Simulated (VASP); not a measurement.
# ReS (P6_3/mmc) in VASP: a series of runs

ReS is run at these levels: PBE; tasks: single point.

All numbers are computed with VASP 6.6.1; they aren't measurements. Logs are shortened: lines on timing, memory, paths and dates and some standing lists are left out, and cuts for length are marked.

### 1 The cell of the first run

The structure is hexagonal, space group P6_3/mmc (No. 194). The conventional cell has a = 3.665 Å, b = 3.665 Å, c = 5.463 Å, α = 90.00°, β = 90.00°, γ = 120.00°. Re (site symmetry -3m) has 6 S at 2.52 Å and 2 Re at 2.73 Å within 3.3 Å. S (site symmetry -6m2) has 6 Re at 2.52 Å within 3.3 Å.

### 2 Single point, PBE

Contents of INCAR:

```
PREC = Accurate
ENCUT = 520
EDIFF = 1E-7
ISMEAR = 0
SIGMA = 0.1
LREAL = False
LASPH = True
NELM = 60
ALGO = Normal
ISIF = 2
LWAVE = False
LCHARG = False
GGA = PE
NBANDS = 21
```

Contents of KPOINTS:

```
regular mesh
0
Gamma
  12 12 8
```

Contents of POSCAR:

```
ReS
1.0
    3.6653969584      0.0000000000      0.0000000000
   -1.8326984792      3.1743268809      0.0000000000
    0.0000000000      0.0000000000      5.4628774850
Re S
2 2
Direct
    0.0000000000      0.0000000000      0.0000000000
    0.0000000000      0.0000000000      0.5000000000
    0.3333333333      0.6666666667      0.2500000000
    0.6666666667      0.3333333333      0.7500000000
```

Potentials or basis: VASP PAW PBE potentials, release 64 (Re, S).

On the command line:

```
cat potpaw_PBE.64/Re/POTCAR potpaw_PBE.64/S/POTCAR > POTCAR
mpirun -np 1 vasp_std > vasp.out
```

OUTCAR:

```text
PREC = Accurate
   ENCUT = 520
   EDIFF = 1E-7
   ISMEAR = 0
   LREAL = False
   LASPH = True
   NELM = 60
   ISIF = 2
   GGA = PE

 ion  position               nearest neighbor table
   1  0.000  0.000  0.000-   3 2.52   4 2.52   3 2.52   4 2.52   4 2.52   3 2.52   2 2.73   2 2.73

   2  0.000  0.000  0.500-   3 2.52   4 2.52   3 2.52   4 2.52   4 2.52   3 2.52   1 2.73   1 2.73

   3  0.333  0.667  0.250-   1 2.52   2 2.52   1 2.52   2 2.52   1 2.52   2 2.52
   4  0.667  0.333  0.750-   1 2.52   2 2.52   1 2.52   2 2.52   1 2.52   2 2.52

  LATTYP: Found a hexagonal cell.
 ALAT       =     3.6653969584
 C/A-ratio  =     1.4903917767

  Lattice vectors:

 A1 = (   3.6653969584,   0.0000000000,   0.0000000000)
 A2 = (  -1.8326984792,   3.1743268809,   0.0000000000)
 A3 = (   0.0000000000,   0.0000000000,   5.4628774850)

Analysis of symmetry for initial positions (statically):
=====================================================================
 Subroutine PRICEL returns:
 Original cell was already a primitive cell.

 Routine SETGRP: Setting up the symmetry group for a
 hexagonal supercell.

 Subroutine GETGRP returns: Found 24 space group operations
 (whereof 12 operations were pure point group operations)
 out of a pool of 24 trial point group operations.

The static configuration has the point symmetry D_3d.
 The point group associated with its full space group is D_6h.

Analysis of symmetry for dynamics (positions and initial velocities):
=====================================================================
 Subroutine PRICEL returns:
 Original cell was already a primitive cell.

 Routine SETGRP: Setting up the symmetry group for a
 hexagonal supercell.

 Subroutine GETGRP returns: Found 24 space group operations
 (whereof 12 operations were pure point group operations)
 out of a pool of 24 trial point group operations.

The dynamic configuration has the point symmetry D_3d.
 The point group associated with its full space group is D_6h.

 Subroutine INISYM returns: Found 24 space group operations
 (whereof 12 operations are pure point group operations),
 and found     1 'primitive' translations

----------------------------------------------------------------------------------------

                                     Primitive cell

  volume of cell :      63.5615

  direct lattice vectors                    reciprocal lattice vectors
     3.665396958  0.000000000  0.000000000     0.272821747  0.157513709  0.000000000
    -1.832698479  3.174326881  0.000000000     0.000000000  0.315027418  0.000000000
     0.000000000  0.000000000  5.462877485     0.000000000  0.000000000  0.183053712

  length of vectors
     3.665396958  3.665396958  5.462877485     0.315027418  0.315027418  0.183053712

  position of ions in fractional coordinates (direct lattice)
     0.000000000  0.000000000  0.000000000
     0.000000000  0.000000000  0.500000000
     0.333333333  0.666666667  0.250000000
     0.666666667  0.333333333  0.750000000

  ion indices of the primitive-cell ions
   primitive index   ion index
                 1           1
                 2           2
                 3           3
                 4           4

----------------------------------------------------------------------------------------

 KPOINTS: regular mesh

Automatic generation of k-mesh.
 Grid dimensions read from file:
 generate k-points for:   12   12    8

 Generating k-lattice:

  Cartesian coordinates                     Fractional coordinates (reciprocal lattice)
     0.022735146  0.013126142  0.000000000     0.083333333  0.000000000  0.000000000
     0.000000000  0.026252285  0.000000000     0.000000000  0.083333333  0.000000000
     0.000000000  0.000000000  0.022881714     0.000000000  0.000000000  0.125000000

  Length of vectors
     0.026252285  0.026252285  0.022881714

  Shift w.r.t. Gamma in fractional coordinates (k-lattice)
     0.000000000  0.000000000  0.000000000

 Subroutine IBZKPT returns following result:
 ===========================================

 Found     95 irreducible k-points:

 Following reciprocal coordinates:
            Coordinates               Weight
  0.000000  0.000000  0.000000      1.000000
  0.083333  0.000000  0.000000      6.000000
  0.166667  0.000000  0.000000      6.000000
  0.250000  0.000000  0.000000      6.000000
  0.333333  0.000000  0.000000      6.000000
  0.416667 -0.000000  0.000000      6.000000
[... 16 lines left out ...]
  0.250000  0.000000  0.125000     12.000000
  0.333333  0.000000  0.125000     12.000000
 [... further k-points ...]
   k-points           NKPTS =     95   k-points in BZ     NKDIM =     95   number of bands    NBANDS=     21
   number of dos      NEDOS =    301   number of ions     NIONS =      4
   total plane-waves  NPLWV =  32928
   dimension x,y,z NGX =    28 NGY =   28 NGZ =   42
   dimension x,y,z NGXF=    56 NGYF=   56 NGZF=   84
   ions per type =               2   2
   NGX,Y,Z   is equivalent  to a cutoff of  12.70, 12.70, 12.78 a.u.
   NGXF,Y,Z  is equivalent  to a cutoff of  25.40, 25.40, 25.56 a.u.
 SYSTEM =  unknown system
   PREC   = accura    normal or accurate (medium, high low for compatibility)
   ISTART =      0    job   : 0-new  1-cont  2-samecut
   ICHARG =      2    charge: 1-file 2-atom 10-const
   ISPIN  =      1    spin polarized calculation?
   LNONCOLLINEAR =      F non collinear calculations
   LSORBIT =      F    spin-orbit coupling
   LASPH  =      T    aspherical Exc in radial PAW
   ENCUT  =  520.0 eV  38.22 Ry    6.18 a.u.   6.82  6.82 10.16*2*pi/ulx,y,z
   NELM   =     60;   NELMIN=  2; NELMDL= -5     # of ELM steps
   EDIFF  = 0.1E-06   stopping-criterion for ELM
   LREAL  =      F    real-space projection
   EDIFFG = 0.1E-05   stopping-criterion for IOM
   NSW    =      0    number of steps for IOM
   IBRION =     -1    ionic relax: 0-MD 1-quasi-New 2-CG
   NFREE  =      0    steps in history (QN), initial steepest desc. (CG)
   ISIF   =      2    stress and relaxation
   ISYM   =      2    0-nonsym 1-usesym 2-fastsym
   POTIM  = 0.5000    time-step for ionic-motion
   TEBEG  =    0.0;   TEEND  =   0.0 temperature during run
   PSTRESS=    0.0 pullay stress
   NELECT =      26.0000    total number of electrons
   NUPDOWN=      -1.0000    fix difference up-down
   EMIN   =  10.00;   EMAX   =-10.00  energy-range for DOS
   EFERMI =   0.00;   METHOD = LEGACY
   ISMEAR =     0;   SIGMA  =   0.10  broadening in eV -4-tet -1-fermi 0-gaus
   EFERMI_NEDOS =   21; number of points for ismear=-14 and -15
   IALGO  =     38    algorithm
   IMIX   =      4    mixing-type and parameters
     AMIX     =   0.40;   BMIX     =  1.00
     AMIX_MAG =   1.60;   BMIX_MAG =  1.00
  volume/ion in A,a.u.               =      15.89       107.23
  Fermi-wavevector in a.u.,A,eV,Ry     =   1.215256  2.296502 20.093738  1.476848
  Thomas-Fermi vector in A             =   2.350649
   LORBIT       =      0    0 simple, 1 ext, 2 COOP (PROOUT), +10 PAW based schemes
   GGA     = PE    functional components
   LHFCALC =     F    Hartree Fock is set to
   AEXX    =    0.0000 exact exchange contribution
   IVDW    =     0    specifies the selected vdW correction
   LEPSILON=     F    determine dielectric tensor
   LRPA    =     F    only Hartree local field effects (RPA)
 non-spin polarized calculation
 Gauss-broadening in eV      SIGMA  =   0.10
  energy-cutoff  :      520.00
  volume of cell :       63.56
 maximum number of plane-waves:      1736
 NGX is ok and might be reduce to    28
   NGX = 13   NGY = 13   NGZ = 21

 number of electron      26.0000001 magnetization

 Free energy of the ion-electron system (eV)
  ---------------------------------------------------
  ext. energy  EPLUGINS =         0.00000000
  ---------------------------------------------------
  free energy    TOTEN  =       -31.13940624 eV

  energy without entropy =      -31.12584370  energy(sigma->0) =      -31.13262497

 E-fermi :   8.1435     XC(G=0): -12.0186

 val. band max:        8.1370792817   @ k =   0.3333   0.1667   0.0000
 cond. band min:       8.1450768462   @ k =   0.4167   0.0833   0.2500
 fundamental gap:      0.0079975644
 Fermi energy:         8.1434696347

 k-point     1 :       0.0000    0.0000    0.0000
  band No.  band energies     occupation
      1      -8.2529      2.00000
      2      -6.0221      2.00000
      3      -0.4137      2.00000
      4       1.3295      2.00000
      5       1.3295      2.00000
      6       3.3564      2.00000
[... 13 lines left out ...]
     20      12.6836      0.00000
     21      14.0496      0.00000

 k-point     2 :       0.0833    0.0000    0.0000
  band No.  band energies     occupation
      1      -8.1713      2.00000
      2      -6.0604      2.00000
      3      -0.2957      2.00000
      4       1.3559      2.00000
      5       1.3923      2.00000
      6       3.1787      2.00000
[... 13 lines left out ...]
     20      12.2476      0.00000
     21      14.3686      0.00000

 k-point     3 :       0.1667    0.0000    0.0000
  band No.  band energies     occupation
      1      -7.9368      2.00000
      2      -6.1610      2.00000
      3       0.0461      2.00000
      4       1.4172      2.00000
      5       1.5591      2.00000
      6       2.4123      2.00000
[... 13 lines left out ...]
     20      12.1960      0.00000
     21      14.7535      0.00000
[... 457 lines left out ...]
 k-point    23 :       0.2500    0.0000    0.1250
  band No.  band energies     occupation
      1      -7.5394      2.00000
      2      -6.3414      2.00000
      3       0.5167      2.00000
      4       1.2874      2.00000
      5       1.5317      2.00000
      6       1.9974      2.00000
[... 13 lines left out ...]
     20      13.4250      0.00000
     21      14.9737      0.00000

 k-point    24 :       0.3333    0.0000    0.1250
  band No.  band energies     occupation
      1      -7.1593      2.00000
      2      -6.4175      2.00000
      3       0.3124      2.00000
      4       0.9792      2.00000
      5       1.5264      2.00000
      6       2.3171      2.00000
[... 13 lines left out ...]
     20      14.0822      0.00000
     21      15.4362      0.00000

 [... further k-points ...]

------------------------ aborting loop because EDIFF is reached ----------------------------------------

  FORCE on cell =-STRESS in cart. coord.  units (eV):
  Direction    XX          YY          ZZ          XY          YZ          ZX
  --------------------------------------------------------------------------------------
  -------------------------------------------------------------------------------------
  Total       -3.5759211     -3.5759211     -5.1634636      0.0000000      0.0000000      0.0000000
  in kB      -90.1372686    -90.1372686   -130.1540187      0.0000000      0.0000000      0.0000000
  external PRESSURE =    -103.4761853 kB  Pullay stress =       0.0000000 kB

 VOLUME and BASIS-vectors are now :
 -----------------------------------------------------------------------------
  energy-cutoff  :      520.00
  volume of cell :       63.56
      direct lattice vectors                 reciprocal lattice vectors
     3.665396958  0.000000000  0.000000000     0.272821747  0.157513709  0.000000000
    -1.832698479  3.174326881  0.000000000     0.000000000  0.315027418  0.000000000
     0.000000000  0.000000000  5.462877485     0.000000000  0.000000000  0.183053712

 POSITION                                       TOTAL-FORCE (eV/Angst)
 -----------------------------------------------------------------------------------
      0.00000      0.00000      0.00000        -0.000000      0.000000      0.000000
      0.00000      0.00000      2.73144        -0.000000      0.000000      0.000000
     -0.00000      2.11622      1.36572        -0.000000      0.000000     -0.000000
      1.83270      1.05811      4.09716         0.000000     -0.000000     -0.000000
 -----------------------------------------------------------------------------------
    total drift:                                0.000000     -0.000000     -0.000000

  FREE ENERGIE OF THE ION-ELECTRON SYSTEM (eV)
  ---------------------------------------------------
  free  energy   TOTEN  =       -31.1394062430 eV

  energy  without entropy=      -31.1258437003  energy(sigma->0) =      -31.13262497
```

Run time: 3.2 min. Hardware: 1 thread of Intel Xeon 8259CL, shared host; peak memory 0.25 GiB.

Results:

```yaml
Free_energy: -31.1394 eV
Pressure: -10.3 GPa
Band_gap_on_the_k_mesh: zero (bands 13 and 14 overlap by 2.06 eV)
```

Caveat: the cell stands under tension; spin-orbit coupling is left out, which moves the levels of the heavy elements.

### 3 Single point, PBE, collinear spin

Contents of INCAR:

```
SYSTEM = ReS
PREC = Accurate
ENCUT = 520
EDIFF = 1E-7
ISMEAR = 0
SIGMA = 0.1
LREAL = .FALSE.
LASPH = .TRUE.
NELM = 150
ALGO = Normal
ISIF = 2
LWAVE = .FALSE.
LCHARG = .FALSE.
ISPIN = 2
MAGMOM = 3.5 3.5 0 0
LORBIT = 11
LMAXMIX = 4
GGA = PE
NBANDS = 25
```

Contents of KPOINTS:

```
Automatic mesh
0
G
  12 12 8
  0 0 0
```

POSCAR is that of step 2.

Potentials or basis: VASP PAW PBE potentials, release 64 (Re, S).

On the command line:

```
cat potpaw_PBE.64/Re/POTCAR potpaw_PBE.64/S/POTCAR > POTCAR
mpirun -np 1 vasp_std > vasp.out
```

Run time: 7.5 min. Hardware: 1 thread of Intel Xeon 8259CL, shared host; peak memory 0.36 GiB.

It converged, with:

| Property | Result |
| --- | --- |
| Free energy | -31.1394 eV |
| Pressure | -10.3 GPa |
| Band gap on the k mesh | zero (filled and empty bands overlap) |
| Net moment | 0.00 μB per cell |
| Valence electrons inside the program's atomic spheres | Re 5.86; S 3.62 |

Stress tensor (GPa, compression positive):
```
 -9.02   0.00   0.00
  0.00  -9.02   0.00
  0.00   0.00 -13.02
```

Levels at points of the mesh, in eV from the Fermi level:
Spin up:
```tsv
k point	band 11	band 12	band 13	band 14	band 15	band 16
(0.00, 0.00, 0.00)	-2.45	-2.07	-2.07	0.87	0.87	2.17
(0.50, 0.00, 0.00)	-0.66	-0.65	-0.31	0.72	0.83	1.39
(0.00, 0.00, 0.50)	-1.74	-1.74	-1.64	-1.64	1.98	1.98
(0.50, 0.00, 0.50)	-0.25	-0.25	-0.18	-0.18	1.34	1.34
```
Spin down:
```tsv
k point	band 9	band 10	band 11	band 12	band 13	band 14	band 15	band 16	band 17	band 18
(0.00, 0.00, 0.00)	-2.95	-2.95	-2.45	-2.07	-2.07	0.87	0.87	2.17	2.38	4.05
(0.50, 0.00, 0.00)	-4.69	-1.13	-0.66	-0.65	-0.31	0.72	0.83	1.39	3.72	3.74
(0.00, 0.00, 0.50)	-1.74	-1.74	-1.74	-1.74	-1.64	-1.64	1.98	1.98	1.98	1.98
(0.50, 0.00, 0.50)	-2.37	-2.37	-0.25	-0.25	-0.18	-0.18	1.34	1.34	2.48	2.48
```

Caveat: the cell stands under tension; spin-orbit coupling is left out, which moves the levels of the heavy elements.
